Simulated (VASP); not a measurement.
A run of VASP 6.6.1 is set up as follows.

POSCAR

```
H
1.0
   -1.6915344700      1.6915344700      2.0584739900
    1.6915344700     -1.6915344700      2.0584739900
    1.6915344700      1.6915344700     -2.0584739900
H
2
Direct
    0.0901377100      0.0901377100      0.0000000000
    0.9098622900      0.9098622900      0.0000000000
```

Contents of INCAR.step1:

```
  PREC = Accurate
  ENCUT = 520
  EDIFF = 1E-5
  ISMEAR = -1
  SIGMA = 0.05
  LREAL = F
  LASPH = T
  NELM = 60
  ALGO = Normal
  ISIF = 2
  LWAVE = T
  LCHARG = F
  NBANDS = 8
  GGA = PE
```

Contents of INCAR.step2:

```
  PREC = Accurate
  ENCUT = 520
  EDIFF = 1E-7
  ISMEAR = -1
  SIGMA = 0.05
  LREAL = F
  LASPH = T
  NELM = 60
  ALGO = Normal
  ISIF = 2
  LWAVE = F
  LCHARG = F
  GGA = PE
  LHFCALC = T
  AEXX = 0.5
  HFSCREEN = 0.2
  PRECFOCK = Normal
  NBANDS = 8
  ISTART = 1
```

KPOINTS

```
Automatic mesh
0
Gamma
  6 6 6
```

Potentials or basis: VASP PAW PBE potentials, release 64 (H).

Launch:

```console
$ cat potpaw_PBE.64/H/POTCAR > POTCAR
$ cp INCAR.step1 INCAR
$ mpirun -np 1 vasp_std > vasp.out
$ cp INCAR.step2 INCAR
$ mpirun -np 1 vasp_std > vasp.out
```

(1) What does it give for the largest force?

(2) What does it give for the pressure?

Answers

(1) 0.092 eV/Å.

(2) 0.0 GPa.

Caveat: this functional lacks dispersion, which holds the molecules together, so the pressure and a relaxed volume are unreliable; the PAW data sets were made with another functional, which shifts forces and pressure a little.
